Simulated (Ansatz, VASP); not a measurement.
Na in VASP and in Ansatz

The input INCAR:

```
SYSTEM = Na
ALGO = Normal ; EDIFF = 1E-6
ENCUT = 520 ; GGA = PS
ISIF = 2 ; ISMEAR = -1
LASPH = .TRUE. ; LCHARG = .TRUE.
LELF = .TRUE. ; LREAL = .FALSE.
LVHAR = .TRUE. ; LWAVE = .FALSE.
NBANDS = 22 ; NELM = 60
PREC = Accurate ; SIGMA = 0.05
```

The input KPOINTS:

```
k-points
0
G
  8 8 3
  0 0 0
```

Contents of POSCAR:

```
Na
1.0
    3.6503718133      0.0000000000      0.0000000000
   -1.8251859066      3.1613147235      0.0000000000
    0.0000000000      0.0000000000     12.3678775047
Na
4
Direct
    0.6666666667      0.3333333333      0.7500000000
    0.0000000000      0.0000000000      0.5000000000
    0.3333333333      0.6666666667      0.2500000000
    0.0000000000      0.0000000000      0.0000000000
```

input.yaml

```yaml
crystal:
  lattice:
    - [3.6503718133, 0.0, 0.0]
    - [-1.8251859066, 3.1613147235, 0.0]
    - [0.0, 0.0, 12.3678775047]
  atoms:
    - { symbol: Na, position: [0.6666666667, 0.3333333333, 0.75] }
    - { symbol: Na, position: [0.0, 0.0, 0.5] }
    - { symbol: Na, position: [0.3333333333, 0.6666666667, 0.25] }
    - { symbol: Na, position: [0.0, 0.0, 0.0] }
kpoints:
  mp_grid: { grid: [8, 8, 3] }
scf:
  occupations: { method: fermi_dirac, width: 0.05 }
hamiltonian:
  xc: pbesol
  pseudopotentials: { kind: all_electron, lapw: { basis_error: 0.001 } }
output:
  forces: true
  stress: true
  eigenvalues: true
```

Change from the starting cell: volume scaled by 0.96.

Alike in both runs: task single point; functional PBEsol; k mesh 8 × 8 × 3; occupations fermi-dirac, width 0.05 eV; no spin polarisation.

```csv
,VASP,Ansatz
version,VASP 6.6.1,Ansatz 0.2.0
potentials or method,"VASP PAW PBE potentials, release 64 (Na_pv), cutoff 520 eV","all-electron LAPW, scalar-relativistic"
```

|  | VASP | Ansatz | Ansatz less VASP |
| --- | --- | --- | --- |
| gap on the k mesh at the Fermi level (eV) | none | none | - |
| pressure (GPa) | 0.2 | 0.2 | 0.00 |
| traceless stress, the component that is largest in VASP (GPa) | -0.69 | -0.69 | 0.000 |

VASP's potentials were made for PBE, not for PBEsol. A gap of «none» marks a metal or a gap that the smearing closes. Ansatz ran all-electron here, and VASP with PAW potentials.
